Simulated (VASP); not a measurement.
Input of a VASP 6.6.1 run:

Contents of INCAR:

```
SYSTEM = NaI
ALGO = Normal
EDIFF = 1E-7
ENCUT = 520
GGA = PE
ISIF = 2
ISMEAR = -1
LASPH = .True.
LCHARG = .False.
LREAL = .False.
LWAVE = .False.
NBANDS = 14
NELM = 80
PREC = Accurate
SIGMA = 0.02
```

Contents of KPOINTS:

```
k-points
0
Gamma
  6 6 6
  0 0 0
```

POSCAR

```
NaI
1.0
    0.0000000000      3.5265386331      3.5747106003
    3.5265386331      0.0000000000      3.5747106003
    3.5265386331      3.5265386331      0.0000000000
Na I
1 1
Direct
    0.0000000000      0.0000000000      0.0000000000
    0.2500000000      0.2500000000      0.2500000000
```

Potentials or basis: VASP PAW PBE potentials, release 64 (Na_pv, I).

Command:

```bash
$ cat potpaw_PBE.64/Na_pv/POTCAR potpaw_PBE.64/I/POTCAR > POTCAR
$ mpirun -np 1 vasp_std > vasp.out
```

(1) Predict the pressure.

(2) What does it give for the band gap on the k mesh?

Results:

(1) 0.4 GPa.

(2) 3.82 eV, direct.

Caveat: the cell differs from its parent crystal (epitaxial xy strain -0.5%); spin-orbit coupling is left out, which moves the levels of the heavy elements.
